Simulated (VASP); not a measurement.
KCl, 2 atoms in the cell. It takes space group Pm-3m (No. 221, cubic). Conventional cell: a = 3.785 Å, b = 3.785 Å, c = 3.785 Å, α = 90.00°, β = 90.00°, γ = 90.00°. Within 4.3 Å of K (site symmetry m-3m) lie 8 Cl at 3.28 Å and 6 K at 3.79 Å. Within 4.3 Å of Cl (site symmetry m-3m) lie 8 K at 3.28 Å and 6 Cl at 3.79 Å.  This cell differs from its parent crystal: Na replaced by K, lengths x 1.083, strained.

```yaml
Program: VASP 6.6.1
Task: single point
Functional: PBEsol
Potentials_or_basis: VASP PAW PBE potentials, release 64 (K_sv, Cl)
Cutoff: 500 eV
k_mesh: 6 × 6 × 6
Occupations: gaussian, width 0.1 eV
Spin: no spin polarisation
Dipole_correction: no
Further_INCAR_settings: ALGO = Normal; EDIFF = 1e-06; NBANDS = 15
```

Potentials or basis: VASP PAW PBE potentials, release 64 (K_sv, Cl).

Run with:

```sh
$ cat potpaw_PBE.64/K_sv/POTCAR potpaw_PBE.64/Cl/POTCAR > POTCAR
$ mpirun -np 1 vasp_std > vasp.out
```

Hardware: 1 thread of AMD EPYC 7571 (shared host).

Task: How long does it take, and how much memory?

Result: Wall time 25 s on 1 thread of AMD EPYC 7571 (shared host), peak memory 0.13 GiB. Counts: scf iterations 13, k points 20.
